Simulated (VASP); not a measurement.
Si:

```
Si
1.0
     0.00000    1.67000    1.67000
     1.67000    0.00000    1.67000
     1.67000    1.67000    0.00000
Si
1
Cartesian
  0.0000 0.0000 0.0000
```

* Program: VASP 6.6.1
* Task: relaxation of cell and atoms
* Functional: r2SCAN
* Potentials or basis: VASP PAW PBE potentials, release 64 (Si)
* Cutoff: 600 eV
* k mesh: 11 × 11 × 11
* Occupations: fermi-dirac, width 0.1 eV
* Spin: no spin polarisation

At the start: pressure 86.6 GPa; volume 9.31 Å³/atom.

Q: How do energy, volume and symmetry change on relaxing?

A: Over 5 steps the energy falls by 832.6 meV/atom and the volume is 13.83 Å³/atom (+48.5 %); space group Fm-3m (No. 225, to 0.05 Å).

The path:
| step | energy change (eV) | largest force (eV/Å) | pressure (GPa) | volume (Å³) |
| --- | --- | --- | --- | --- |
| 1 | 0.0000 | 0.0000 | 86.60 | 9.31 |
| 2 | -0.6391 | 0.0000 | -12.46 | 17.89 |
| 3 | -0.8323 | 0.0000 | 0.75 | 13.72 |
| 4 | -0.8325 | 0.0000 | -0.33 | 13.89 |
| 5 | -0.8326 | 0.0000 | 0.06 | 13.83 |

Final structure:
```
CELL_PARAMETERS angstrom
0.00000 1.90530 1.90530
1.90530 0.00000 1.90530
1.90530 1.90530 0.00000
ATOMIC_POSITIONS crystal
Si 0.00000 0.00000 0.00000
```

Caveat: the volume moved by over 15 % at a fixed basis, so the end points are rough; the PAW data sets were made with another functional, which shifts forces and pressure a little; the volume moved by +49 % from the deposited cell, more than functionals usually miss.
